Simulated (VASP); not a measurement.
Here is a VASP 6.6.1 calculation.

Contents of INCAR:

```
PREC = Accurate
ENCUT = 520
EDIFF = 1E-6
ISMEAR = -1
SIGMA = 0.05
LREAL = F
LASPH = T
NELM = 100
ALGO = Normal
ISIF = 2
LWAVE = F
LCHARG = T
LELF = T
LVHAR = T
NBANDS = 13
```

The input KPOINTS:

```
regular mesh
0
Gamma
  14 14 14
```

POSCAR

```
W
1.0
    0.0000000000      1.9885598007      1.9885598007
    1.9885598007      0.0000000000      1.9885598007
    1.9885598007      1.9885598007      0.0000000000
W
1
Direct
    0.0000000000      0.0000000000      0.0000000000
```

Potentials or basis: VASP PAW LDA potentials, release 64 (W_sv).

Run with:

```sh
$ cat potpaw_LDA.64/W_sv/POTCAR > POTCAR
$ mpirun -np 1 vasp_std > vasp.out
```

Problem. Estimate the pressure.

Solution. 1.0 GPa.

Problem. Estimate the band gap on the k mesh.

Solution. Zero (band 7 reaches 14.40 eV, above the bottom of band 8 at 10.31 eV).

Caveat: spin-orbit coupling is left out, which moves the levels of the heavy elements.
